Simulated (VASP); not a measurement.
HgTe:

```
Hg Te
1.0
     0.00000    3.15759    3.46550
     3.15759    0.00000    3.46550
     3.15759    3.15759    0.00000
Hg Te
1 1
Direct
  0.00000 0.00000 0.00000
  0.25000 0.25000 0.25000
```

This cell differs from its parent crystal: epitaxial xy strain -4.0%.

Base run:

| Property | Result |
| --- | --- |
| Program | VASP 6.6.1 |
| Functional | r2SCAN |
| Potentials or basis | VASP PAW PBE potentials, release 64 (Hg, Te) |
| Cutoff | 520 eV |
| k mesh | 6 × 6 × 6 |
| Occupations | fermi-dirac, width 0.02 eV |
| Spin | no spin polarisation |

Its results: band gap on the k mesh zero (filled and empty bands touch); pressure 1.2 GPa.

The run is repeated on the same cell with these changes: functional from r2SCAN to PBE; further incar settings from ALGO = Normal; EDIFF = 1e-07; NBANDS = 16 to ALGO = Normal; EDIFF = 1e-06; NBANDS = 16. What comes out?

Band gap on the k mesh zero (filled and empty bands touch); pressure 2.5 GPa.

Caveats: semilocal functionals underestimate gaps, so a narrow gap can read as zero; spin-orbit coupling is left out, which moves the levels of the heavy elements; the PAW data sets were made with another functional, which shifts forces and pressure a little (at least some runs).
